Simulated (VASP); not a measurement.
HfSi2B4: relaxation of cell and atoms with PBE

Crystal: HfSi2B4.

```
CELL_PARAMETERS angstrom
3.13000 0.00000 0.00000
-1.56500 2.71066 0.00000
0.00000 0.00000 9.50000
ATOMIC_POSITIONS crystal
Hf 0.00000 0.00000 0.00000
Si 0.00000 0.00000 0.62200
Si 0.00000 0.00000 0.37800
B 0.66667 0.33333 0.18500
B 0.33333 0.66667 0.18500
B 0.33333 0.66667 0.81500
B 0.66667 0.33333 0.81500
```

```yaml
Program: VASP 6.6.1
Task: relaxation of cell and atoms
Functional: PBE
Potentials_or_basis: VASP PAW PBE potentials, release 64 (Hf_pv, Si, B)
Cutoff: 600 eV
k_mesh: 6 × 6 × 2
Occupations: gaussian, width 0.2 eV
Spin: no spin polarisation
Dipole_correction: no
Further_INCAR_settings: ALGO = Normal; EDIFF = 1e-07; IBRION = 2; EDIFFG = -0.08; NSW = 36; ISIF = 3
```

The relaxed volume is 11.09 Å³/atom. The relaxed cell is a = 3.038 Å, b = 3.038 Å, c = 9.709 Å, α = 90.00°, β = 90.00°, γ = 120.00°, the space group after relaxing (to 0.1 Å) is P6/mmm (No. 191) and the energy gained by relaxing is 42.7 meV/atom. The ionic steps are 6 and the pressure after relaxing is 0.3 GPa. The largest force after relaxing is 0.004 eV/Å and the band gap on the k mesh is zero (bands 15 and 16 overlap by 2.41 eV).

Forces in eV/Å, atoms in the order of the input:
```
Hf   0.000  0.000  0.000
Si   0.000  0.000  0.004
Si   0.000  0.000 -0.004
B    0.000  0.000 -0.002
B    0.000  0.000 -0.002
B    0.000  0.000  0.002
B    0.000  0.000  0.002
```

The path:
```
step  energy change (eV)  largest force (eV/Å)  pressure (GPa)  volume (Å³)
   1              0.0000                1.1638           -5.64        80.60
   2             -0.2493                0.4721            4.20        75.88
   3             -0.2609                0.5764            2.25        76.66
   4             -0.2944                0.2043           -0.41        77.88
   5             -0.2955                0.1434           -0.93        78.15
   6             -0.2989                0.0040            0.25        77.61
```

Final structure:
```
Hf Si B
1.0
     3.03805    0.00000    0.00000
    -1.51903    2.63103    0.00000
     0.00000    0.00000    9.70895
Hf Si B
1 2 4
Direct
  0.00000 0.00000 0.00000
  0.00000 0.00000 0.63229
  0.00000 0.00000 0.36771
  0.66667 0.33333 0.18632
  0.33333 0.66667 0.18632
  0.33333 0.66667 0.81368
  0.66667 0.33333 0.81368
```

Levels at points of the mesh, in eV from the Fermi level:
```
           k point  band 13  band 14  band 15  band 16  band 17  band 18
(0.00, 0.00, 0.00)    -0.70    -0.70     2.02     2.02     2.89     2.89
(0.50, 0.00, 0.00)    -3.49    -3.32    -0.58     0.40     1.66     2.73
(0.00, 0.00, 0.50)    -0.70     0.35     2.00     2.00     2.89     2.89
(0.50, 0.00, 0.50)    -3.48    -1.91    -1.06    -0.30     1.97     2.18
```

Run time: 2.4 min on 1 thread of AMD EPYC 7R43 64-Core Processor (Zen 3), on a shared host, peak memory 0.21 GiB.

Caveat: the k points lie up to 0.40 Å⁻¹ apart in the final cell, too coarse for converged energies and pressures of a metal; spin-orbit coupling is left out, which moves the levels of the heavy elements.
